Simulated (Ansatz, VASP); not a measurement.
# One calculation of Fe, two programs

File INCAR:

```
PREC     = Accurate       # precision mode
ENCUT    = 520            # plane-wave cutoff, eV
EDIFF    = 1E-7           # SCF threshold, eV
ISMEAR   = -1             # smearing method
SIGMA    = 0.1            # smearing width, eV
LREAL    = False          # projectors in reciprocal space
LASPH    = True           # aspherical terms in the spheres
NELM     = 60             # most SCF steps
ALGO     = Normal         # electronic algorithm
ISIF     = 2              # what is computed and relaxed
LWAVE    = False          # write WAVECAR
LCHARG   = True           # write CHGCAR
GGA      = B5             # functional
ALDAX    = 1.0          
AGGAX    = 1.0          
AGGAC    = 1.0          
ALDAC    = 0.0          
LELF     = True           # ELF
LVHAR    = True         
NBANDS   = 24             # bands
```

Contents of KPOINTS:

```
Automatic mesh
0
Gamma
  16 16 5
```

The input POSCAR:

```
Fe
1.0
    2.5802113895      0.0000000000      0.0000000000
   -1.2901056948      2.2345286104      0.0000000000
    0.0000000000      0.0000000000      8.2953331149
Fe
4
Direct
    0.0000000000      0.0000000000      0.0000000000
    0.0000000000      0.0000000000      0.5000000000
    0.3333333333      0.6666666667      0.2500000000
    0.6666666667      0.3333333333      0.7500000000
```

Input for Ansatz:

```yaml
crystal:
  lattice:
    - [2.5802113895, 0.0, 0.0]
    - [-1.2901056948, 2.2345286104, 0.0]
    - [0.0, 0.0, 8.2953331149]
  atoms:
    - { symbol: Fe, position: [0.0, 0.0, 0.0] }
    - { symbol: Fe, position: [0.0, 0.0, 0.5] }
    - { symbol: Fe, position: [0.3333333333, 0.6666666667, 0.25] }
    - { symbol: Fe, position: [0.6666666667, 0.3333333333, 0.75] }
hamiltonian:
  xc: blyp
  pseudopotentials:
    kind: paw
    azcp:
      Fe: "pseudopotentials/Fe.paw.azcp"
basis:
  ecutwfc: 420
  fft_grid_basis: typed
kpoints:
  mp_grid: { grid: [16, 16, 5], shift: [0, 0, 0] }
magnetization:
  spin_polarized: false
scf:
  occupations: { method: fermi_dirac, width: 0.1 }
  lower_state_search: "off"
output:
  stress: true
  write_density: true
  write_potential: true
  elf: true
  volumetric_format: npy
```

Alike in both runs: task single point; functional BLYP; k mesh 16 × 16 × 5; occupations fermi-dirac, width 0.1 eV; no spin polarisation.

|  | VASP | Ansatz |
| --- | --- | --- |
| version | VASP 6.6.1 | Ansatz 0.2.0 |
| potentials or method | VASP PAW PBE potentials, release 64 (Fe), cutoff 520 eV | plane waves (420 eV) with PAW, scalar-relativistic |
| valence electrons in the cell | 32 | 64 |

VASP gave:

| Item | Value |
| --- | --- |
| pressure (GPa) | -21.6 |
| traceless stress, the component that is largest in VASP (GPa) | -0.38 |

Q: Which values does Ansatz return?

A: Pressure (GPa): -21.9; traceless stress, the component that is largest in VASP (GPa): -0.36.

VASP's potentials were made for PBE, not for BLYP. The functional is the same, so the differences come from potentials, cutoffs and numerics. VASP's potentials hold 32 valence electrons a cell and Ansatz's 64, so a difference there can come from the potentials and not from the codes.
